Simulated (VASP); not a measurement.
# V: single point with PBE

Crystal: V.

```xyz
2
Lattice="2.6043 0.0000 0.0000 -1.3021 2.2554 0.0000 0.0000 0.0000 4.7233" Properties=species:S:1:pos:R:3 pbc="T T T"
V     0.0000    1.5036    1.1808
V     1.3021    0.7518    3.5425
```

```
Program                : VASP 6.6.1
Task                   : single point
Functional             : PBE
Potentials or basis    : VASP PAW PBE potentials, release 64 (V_sv)
Cutoff                 : 520 eV
k mesh                 : 12 × 12 × 6
Occupations            : fermi-dirac, width 0.05 eV
Spin                   : collinear spin, ferromagnetic start
Starting moments       : [2.0, 2.0] μB
Dipole correction      : no
Further INCAR settings : ALGO = Normal; EDIFF = 1e-07; NBANDS = 24
```

```yaml
Pressure: -0.3 GPa
Band_gap_on_the_k_mesh: zero (filled and empty bands overlap)
Net_moment: 0.00 μB per cell
Valence_electrons_inside_the_program's_atomic_spheres: V 11.63
```

Stress tensor (GPa, compression positive):
```
 0.06  0.00  0.00
 0.00  0.06  0.00
 0.00  0.00 -1.09
```

Levels at points of the mesh, in eV from the Fermi level:
Spin up:
| k point | band 9 | band 10 | band 11 | band 12 | band 13 | band 14 | band 15 | band 16 | band 17 | band 18 |
| --- | --- | --- | --- | --- | --- | --- | --- | --- | --- | --- |
| (0.00, 0.00, 0.00) | -6.85 | -3.43 | -0.58 | -0.24 | 0.33 | 0.33 | 0.64 | 0.64 | 1.83 | 1.83 |
| (0.50, 0.00, 0.00) | -2.93 | -2.84 | -2.70 | -0.36 | -0.19 | 0.30 | 0.62 | 2.95 | 3.51 | 3.62 |
| (0.00, 0.00, 0.50) | -5.09 | -5.09 | -1.02 | -1.02 | 0.37 | 0.37 | 0.37 | 0.37 | 2.50 | 2.50 |
| (0.50, 0.00, 0.50) | -3.24 | -3.24 | -1.79 | -1.79 | 1.62 | 1.62 | 1.65 | 1.65 | 3.57 | 3.57 |
Spin down:
| k point | band 9 | band 10 | band 11 | band 12 | band 13 | band 14 | band 15 | band 16 | band 17 | band 18 |
| --- | --- | --- | --- | --- | --- | --- | --- | --- | --- | --- |
| (0.00, 0.00, 0.00) | -6.85 | -3.43 | -0.58 | -0.24 | 0.33 | 0.33 | 0.64 | 0.64 | 1.83 | 1.83 |
| (0.50, 0.00, 0.00) | -2.93 | -2.84 | -2.70 | -0.36 | -0.19 | 0.30 | 0.62 | 2.95 | 3.51 | 3.62 |
| (0.00, 0.00, 0.50) | -5.09 | -5.09 | -1.02 | -1.02 | 0.37 | 0.37 | 0.37 | 0.37 | 2.50 | 2.50 |
| (0.50, 0.00, 0.50) | -3.24 | -3.24 | -1.79 | -1.79 | 1.62 | 1.62 | 1.65 | 1.65 | 3.57 | 3.57 |

Wall time 64 s on 1 thread of Intel(R) Xeon(R) 6975P-C (Granite Rapids), with other jobs on the host, peak memory 0.19 GiB.
